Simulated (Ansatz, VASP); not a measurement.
**BeSeO4 in VASP and in Ansatz**

```
CELL_PARAMETERS angstrom
5.31866 0.00000 0.00000
-2.65933 4.60610 0.00000
0.00000 0.00000 8.68022
ATOMIC_POSITIONS crystal
Be 0.66667 0.33333 0.07751
Be 0.33333 0.66667 0.57751
Se 0.66667 0.33333 0.45245
Se 0.33333 0.66667 0.95245
O 0.66667 0.33333 0.26429
O 0.50057 0.00114 0.01488
O 0.50057 0.49943 0.01488
O 0.99886 0.49943 0.01488
O 0.00114 0.50057 0.51488
O 0.49943 0.50057 0.51488
O 0.49943 0.99886 0.51488
O 0.33333 0.66667 0.76429
```

Alike in both runs: functional PBE; k mesh 6 × 6 × 4; occupations gaussian, width 0.02 eV; no spin polarisation.

Ansatz relaxed the structure, and its values are those at the end. VASP's run is a single point on that final structure, the one shown.

```csv
,VASP,Ansatz
version,VASP 6.6.1,Ansatz 0.2.0
potentials or method,"VASP PAW PBE potentials, release 64 (Be, Se, O), cutoff 520 eV","scalar-relativistic, plane waves, PAW"
valence electrons in the cell,64,84
```

|  | VASP | Ansatz | Ansatz less VASP |
| --- | --- | --- | --- |
| gap on the k mesh at the Fermi level (eV) | 3.46 | 3.50 | +0.034 |
| least direct gap on the mesh (eV) | 3.46 | 3.50 | +0.034 |
| pressure (GPa) | 0.8 | 0.0 | -0.76 |
| rms of the force components (eV/Å) | 0.130 | 0.003 | -0.1270 |

One of these differences is far larger than is usual between the two programs; its cause wasn't traced. The functional is the same, so the differences come from potentials, cutoffs and numerics. VASP's potentials hold 64 valence electrons a cell and Ansatz's 84, so a difference there can come from the potentials and not from the codes. Ansatz's warnings: xc potential rough in thin density.
